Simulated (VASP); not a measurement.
Set up this calculation in VASP 6.6.1, as the native input.

```
Task                   : relaxation of cell and atoms
Functional             : PBE
Potentials or basis    : VASP PAW PBE potentials, release 64 (La, O)
Cutoff                 : 600 eV
k mesh                 : 10 × 10 × 10
Occupations            : gaussian, width 0.1 eV
Spin                   : no spin polarisation
Dipole correction      : no
Further INCAR settings : ALGO = Normal; EDIFF = 1e-07; IBRION = 2; EDIFFG = -0.01; NSW = 100; ISIF = 3
```

The structure of LaO4 lies in POSCAR:

```
LaO4
1.0
   -2.7548883576      2.7548883576      2.7548883576
    2.7548883576     -2.7548883576      2.7548883576
    2.7548883576      2.7548883576     -2.7548883576
La O
1 4
Direct
    0.0000000000      0.0000000000      0.0000000000
    0.0000000000      0.5000000000      0.0000000000
    0.5000000000      0.5000000000      0.5000000000
    0.0000000000      0.0000000000      0.5000000000
    0.5000000000      0.0000000000      0.0000000000
```

The input as run:

INCAR

```
PREC = Accurate ; ENCUT = 600
EDIFF = 1E-7 ; ISMEAR = 0
SIGMA = 0.1 ; LREAL = F
LASPH = T ; NELM = 80
ALGO = Normal ; ISIF = 3
LWAVE = F ; LCHARG = F
GGA = PE ; IBRION = 2
NSW = 100 ; EDIFFG = -0.01
```

KPOINTS

```
Automatic mesh
0
Gamma
  10 10 10
```

Potentials or basis: VASP PAW PBE potentials, release 64 (La, O).

The run is started by

```sh
$ cat potpaw_PBE.64/La/POTCAR potpaw_PBE.64/O/POTCAR > POTCAR
$ mpirun -np 1 vasp_std > vasp.out
```

Results of the run:

```
Relaxed volume                         : 17.06 Å³/atom
Relaxed cell                           : a = 4.803 Å, b = 4.803 Å, c = 4.803 Å, α = 109.47°, β = 109.47°, γ = 109.47°
Space group after relaxing (to 0.05 Å) : Im-3m (No. 229)
Energy gained by relaxing              : 1.0 meV/atom
Ionic steps                            : 3
Pressure after relaxing                : 0.0 GPa
```

Caveat: an odd number of electrons without spin polarisation forces a metal; a magnetic or distorted state may lie lower.

It took 4.5 min on 1 thread of Intel(R) Xeon(R) Platinum 8488C (Sapphire Rapids), on a shared host, peak memory 0.32 GiB.
